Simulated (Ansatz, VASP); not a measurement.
## Ni in VASP and in Ansatz

```
Ni
1.0
     2.59378    0.00000    0.00000
    -1.29689    2.24628    0.00000
     0.00000    0.00000    8.49922
Ni
4
Direct
  0.00000 0.00000 0.00000
  0.00000 0.00000 0.50000
  0.33333 0.66667 0.25000
  0.66667 0.33333 0.75000
```

Alike in both runs: task single point; functional BLYP; k mesh 16 × 16 × 5; occupations fermi-dirac, width 0.05 eV; collinear spin.

|  | VASP | Ansatz |
| --- | --- | --- |
| version | VASP 6.6.1 | Ansatz 0.2.0 |
| potentials or method | VASP PAW PBE potentials, release 64 (Ni), cutoff 520 eV | plane waves (420 eV) with PAW, scalar-relativistic |
| valence electrons in the cell | 40 | 72 |

```tsv
	VASP	Ansatz	Ansatz less VASP
pressure (GPa)	-10.5	-10.7	-0.23
traceless stress, the component that is largest in VASP (GPa)	0.21	0.12	-0.090
net moment per atom (μB)	0.62	0.64	+0.021
size of the moment on the site where the two differ most (μB)	0.64	0.68	+0.042
```

VASP's potentials were made for PBE, not for BLYP. Site moments also hang on the region over which each program counts them. VASP's potentials hold 40 valence electrons a cell and Ansatz's 72, so a difference there can come from the potentials and not from the codes.
